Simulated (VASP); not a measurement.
A run of VASP 6.6.1 is set up as follows.

The input INCAR:

```
SYSTEM = Sr
ALGO = Normal ; EDIFF = 1E-6
ENCUT = 520 ; GGA = PS
ISIF = 2 ; ISMEAR = 0
LASPH = .TRUE. ; LCHARG = .TRUE.
LELF = .TRUE. ; LREAL = .FALSE.
LVHAR = .TRUE. ; LWAVE = .FALSE.
NBANDS = 11 ; NELM = 100
PREC = Accurate ; SIGMA = 0.03
```

The input KPOINTS:

```
k-points
0
G
  10 10 10
  0 0 0
```

Contents of POSCAR:

```
Sr
1.0
    0.0000000000      2.9662912500      2.8902325000
    2.9662912500      0.0000000000      2.8902325000
    2.9662912500      2.9662912500      0.0000000000
Sr
1
Direct
    0.0000000000      0.0000000000      0.0000000000
```

Potentials or basis: VASP PAW PBE potentials, release 64 (Sr_sv).

The run is started by

```sh
$ cat potpaw_PBE.64/Sr_sv/POTCAR > POTCAR
$ mpirun -np 1 vasp_std > vasp.out
```

(1) What does it give for the pressure?

(2) Estimate the band gap on the k mesh.

Results:

(1) 0.2 GPa.

(2) zero (bands 5 and 6 overlap by 0.04 eV).

Caveat: the cell differs from its parent crystal (strain -0.025 along x and y, -0.050 along z); the PAW data sets were made with another functional, which shifts forces and pressure a little.
